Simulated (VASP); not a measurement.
Here is a VASP 6.6.1 calculation.

INCAR

```
SYSTEM = HfC
PREC = Accurate
ENCUT = 520
EDIFF = 1E-6
ISMEAR = 0
SIGMA = 0.05
LREAL = .FALSE.
LASPH = .TRUE.
NELM = 80
ALGO = Normal
ISIF = 2
LWAVE = .FALSE.
LCHARG = .TRUE.
GGA = PE
LELF = .TRUE.
LVHAR = .TRUE.
NBANDS = 14
```

File KPOINTS:

```
Automatic mesh
0
G
  12 12 12
  0 0 0
```

The input POSCAR:

```
HfC
1.0
    2.8616829222      0.0000000000      0.0000000000
    0.0000000000      2.8616829222      0.0000000000
    0.0000000000      0.0000000000      2.8616829222
Hf C
1 1
Direct
    0.0000000000      0.0000000000      0.0000000000
    0.5000000000      0.5000000000      0.5000000000
```

Potentials or basis: VASP PAW PBE potentials, release 64 (Hf_pv, C).

Launch:

```bash
$ cat potpaw_PBE.64/Hf_pv/POTCAR potpaw_PBE.64/C/POTCAR > POTCAR
$ mpirun -np 1 vasp_std > vasp.out
```

**Question.** What does it give for the pressure?

**Answer.** 7.5 GPa.

**Question.** Predict the band gap on the k mesh.

**Answer.** Zero (band 7 reaches 8.08 eV, above the bottom of band 8 at 6.04 eV).

Caveat: spin-orbit coupling is left out, which moves the levels of the heavy elements.
